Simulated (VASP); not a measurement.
# NdScSb2 (P4/mmm) in VASP: a series of runs, part 2 of 2

VASP 6.6.1. Earlier steps stand in the parts before.

## Step 5: Relaxation of cell and atoms, PBE

This run uses another cell than the first one, of 29.32 Å³/atom.

INCAR

```
ALGO = Normal
EDIFF = 1E-7
EDIFFG = -0.01
ENCUT = 500
GGA = PE
GGA_COMPAT = F
IBRION = 2
ISIF = 3
ISMEAR = 0
LASPH = T
LCHARG = F
LMAXMIX = 6
LREAL = F
LWAVE = F
NELM = 200
NELMIN = 4
NSW = 100
PREC = Accurate
SIGMA = 0.1
```

KPOINTS

```
k-points
0
Gamma
  10 10 8
```

POSCAR

```
NdScSb2
1.0
    4.3597165012      0.0000000000      0.0000000000
    0.0000000000      4.3597165012      0.0000000000
    0.0000000000      0.0000000000      6.1700886069
Nd Sc Sb
1 1 2
Direct
    0.0000000000      0.0000000000      0.0000000000
    0.5000000000      0.5000000000      0.5000000000
    0.0000000000      0.0000000000      0.5000000000
    0.5000000000      0.5000000000      0.0000000000
```

Potentials or basis: VASP PAW PBE potentials, release 64 (Nd_3, Sc_sv, Sb), 4f in core.

Run with:

```
> cat potpaw_PBE.64/Nd_3/POTCAR potpaw_PBE.64/Sc_sv/POTCAR potpaw_PBE.64/Sb/POTCAR > POTCAR
> mpirun -np 1 vasp_std > vasp.out
```

OUTCAR:

```text
EDIFF = 1E-7
   EDIFFG = -0.01
   ENCUT = 500
   GGA = PE
   IBRION = 2
   ISIF = 3
   ISMEAR = 0
   LASPH = T
   LREAL = F
   NELM = 200
   NELMIN = 4
   NSW = 100
   PREC = Accurate

 ion  position               nearest neighbor table
   1  0.000  0.000  0.000-   4 3.08   4 3.08   4 3.08   4 3.08   3 3.09   3 3.09
   2  0.500  0.500  0.500-   3 3.08   3 3.08   3 3.08   3 3.08   4 3.09   4 3.09
   3  0.000  0.000  0.500-   2 3.08   2 3.08   2 3.08   2 3.08   1 3.09   1 3.09
   4  0.500  0.500  0.000-   1 3.08   1 3.08   1 3.08   1 3.08   2 3.09   2 3.09

  LATTYP: Found a simple tetragonal cell.
 ALAT       =     4.3597165012
 C/A-ratio  =     1.4152499607

  Lattice vectors:

 A1 = (   4.3597165012,   0.0000000000,   0.0000000000)
 A2 = (   0.0000000000,   4.3597165012,   0.0000000000)
 A3 = (   0.0000000000,   0.0000000000,   6.1700886069)

Analysis of symmetry for initial positions (statically):
=====================================================================
 Subroutine PRICEL returns:
 Original cell was already a primitive cell.

 Routine SETGRP: Setting up the symmetry group for a
 simple tetragonal supercell.

 Subroutine GETGRP returns: Found 16 space group operations
[... 173 lines left out ...]
------------------------ aborting loop because EDIFF is reached ----------------------------------------

  FORCE on cell =-STRESS in cart. coord.  units (eV):
  Direction    XX          YY          ZZ          XY          YZ          ZX
  --------------------------------------------------------------------------------------
  -------------------------------------------------------------------------------------
  Total        0.3150450      0.3150450      0.1397967      0.0000000      0.0000000      0.0000000
  in kB        4.3040304      4.3040304      1.9098522      0.0000000      0.0000000      0.0000000
  external PRESSURE =       3.5059710 kB  Pullay stress =       0.0000000 kB
[... 63 lines left out ...]
--------------------------------------- Ionic step        3  -------------------------------------------

 number of electron      31.9999996 magnetization

 Free energy of the ion-electron system (eV)
  ---------------------------------------------------
  ext. energy  EPLUGINS =         0.00000000
  ---------------------------------------------------
  free energy    TOTEN  =       -23.16849336 eV

  energy without entropy =      -23.16550864  energy(sigma->0) =      -23.16700100

 E-fermi :   5.1675     XC(G=0):  -9.6678

 val. band max:        5.1260201985   @ k =   0.1000   0.0000   0.1250
 cond. band min:       5.1739705546   @ k =   0.0000   0.0000   0.2500
 fundamental gap:      0.0479503561
 Fermi energy:         5.1674782577

 k-point     1 :       0.0000    0.0000    0.0000
  band No.  band energies     occupation
      1     -45.2410      2.00000
      2     -32.6395      2.00000
      3     -23.8427      2.00000
      4     -23.8427      2.00000
      5     -23.8186      2.00000
      6     -13.8815      2.00000
[... 541 lines left out ...]
     19       6.2905      0.00000
     20       6.6239      0.00000

 [... further k-points ...]
[... 5 lines left out ...]
  --------------------------------------------------------------------------------------
  -------------------------------------------------------------------------------------
  Total        0.0090963      0.0090963     -0.0361665      0.0000000     -0.0000000      0.0000000
  in kB        0.1235122      0.1235122     -0.4910792      0.0000000     -0.0000000      0.0000000
  external PRESSURE =      -0.0813516 kB  Pullay stress =       0.0000000 kB
[... 19 lines left out ...]
  FREE ENERGIE OF THE ION-ELECTRON SYSTEM (eV)
  ---------------------------------------------------
  free  energy   TOTEN  =       -23.1684933598 eV

  energy  without entropy=      -23.1655086435  energy(sigma->0) =      -23.16700100

 reached required accuracy - stopping structural energy minimisation
```

OSZICAR:

```text
N       E                     dE             d eps       ncg     rms          rms(c)
DAV:   1     0.348793781773E+03    0.34879E+03   -0.13537E+04  4200   0.140E+03
DAV:   2     0.397619090695E+01   -0.34482E+03   -0.33827E+03  4968   0.440E+02
DAV:   3    -0.241494471975E+02   -0.28126E+02   -0.26823E+02  6436   0.123E+02
[... 31 lines left out ...]
DAV:   6    -0.231684876873E+02   -0.15531E-04   -0.16159E-05  7164   0.204E-02    0.112E-02
DAV:   7    -0.231684925539E+02   -0.48666E-05   -0.29198E-06  7372   0.994E-03    0.470E-03
DAV:   8    -0.231684935701E+02   -0.10162E-05   -0.35740E-07  4456   0.405E-03    0.178E-03
DAV:   9    -0.231684934420E+02    0.12819E-06   -0.29954E-08  2896   0.183E-03    0.680E-04
DAV:  10    -0.231684933598E+02    0.82116E-07   -0.18316E-08  2616   0.131E-03
   3 F= -.23168493E+02 E0= -.23167001E+02  d E =-.865644E-03
```

Wall time 13 min (1 thread of AMD EPYC 7R43 (Zen 3), shared host); peak memory 0.38 GiB.

What came out:

| Quantity | Value |
| --- | --- |
| Free energy | -23.1685 eV |
| Relaxed volume | 29.50 Å³/atom |
| Relaxed cell | a = 4.371 Å, b = 4.371 Å, c = 6.177 Å, α = 90.00°, β = 90.00°, γ = 90.00° |
| Space group after relaxing (to 0.1 Å) | P4/mmm (No. 123) |
| Energy gained by relaxing | 0.2 meV/atom |
| Ionic steps | 3 |
| Pressure after relaxing | 0.0 GPa |
| Band gap on the k mesh | zero (bands 16 and 17 overlap by 1.26 eV) |

The path:
```tsv
step	energy change (eV)	largest force (eV/Å)	pressure (GPa)	volume (Å³)
1	0.0000	0.0000	0.35	117.28
2	-0.0006	0.0000	-0.19	118.37
3	-0.0009	0.0000	-0.01	118.00
```

Final structure:
```xyz
4
Lattice="4.3706 0.0000 0.0000 0.0000 4.3706 0.0000 0.0000 0.0000 6.1770" Properties=species:S:1:pos:R:3 pbc="T T T"
Nd    0.0000    0.0000    0.0000
Sc    2.1853    2.1853    3.0885
Sb    0.0000    0.0000    3.0885
Sb    2.1853    2.1853    0.0000
```

Levels at points of the mesh, in eV from the Fermi level:
| k point | band 12 | band 13 | band 14 | band 15 | band 16 | band 17 | band 18 | band 19 | band 20 |
| --- | --- | --- | --- | --- | --- | --- | --- | --- | --- |
| (0.00, 0.00, 0.00) | -0.70 | -0.70 | -0.55 | 0.74 | 0.74 | 0.76 | 0.82 | 0.82 | 0.83 |
| (0.50, 0.00, 0.00) | -3.27 | -2.35 | -1.92 | -1.41 | -1.40 | 1.24 | 1.57 | 1.72 | 2.18 |
| (0.50, 0.50, 0.00) | -2.85 | -1.12 | -0.52 | -0.52 | -0.52 | -0.52 | -0.17 | 1.39 | 1.75 |
| (0.00, 0.00, 0.50) | -2.42 | -0.77 | -0.77 | -0.29 | -0.29 | -0.09 | 0.12 | 1.05 | 2.03 |
| (0.50, 0.00, 0.50) | -3.86 | -2.06 | -2.01 | -1.60 | -1.55 | 1.59 | 1.63 | 1.82 | 2.63 |
| (0.50, 0.50, 0.50) | -2.81 | -2.29 | -2.14 | -1.78 | -1.78 | 1.53 | 1.54 | 1.54 | 1.82 |

Caveat: spin-orbit coupling is left out, which moves the levels of the heavy elements; the 4f electrons are frozen in the core, so they carry no moment and show no levels. Spin polarisation is off, so any magnetic state and its effect on volume and gap are missing.

## Step 6: The runs side by side

```csv
task,spin,cell,k mesh,gap on the mesh (eV),pressure (GPa),relaxed volume (Å³/atom)
relaxation of cell and atoms,off,"relaxed from a = 4.034, b = 4.034, c = 5.381 Å, 4 atoms",4 × 4 × 4,none,-0.1,29.50
single point,collinear,"a = 4.360, b = 4.360, c = 6.170 Å, 4 atoms",4 × 4 × 4,none,0.3,-
single point,off,"a = 4.365, b = 4.365, c = 6.168 Å, 4 atoms",10 × 10 × 8,none,0.2,-
relaxation of cell and atoms,off,"relaxed from a = 4.360, b = 4.360, c = 6.170 Å, 4 atoms",10 × 10 × 8,none,0.0,29.50
```

Alike in all rows: level PBE; potentials or basis VASP PAW PBE potentials, release 64 (Nd_3, Sc_sv, Sb), 4f in core; cutoff (eV) 500; smearing gaussian 0.1 eV.

Caveats: some runs use coarse meshes; spin-orbit coupling is left out, which moves the levels of the heavy elements; the 4f electrons are frozen in the core, so they carry no moment and show no levels; the volume moved by over 15 % at a fixed basis, so the end points are rough (at least some runs); the magnetic or orbital state may not be the lowest (at least some runs); the moments typed at the start vanished in this run (at least some runs).

Total energies depend on the potentials used, so only differences within one code and one set of settings carry meaning.

The gap in the log of VASP goes by the Fermi energy; the results here count the filled bands.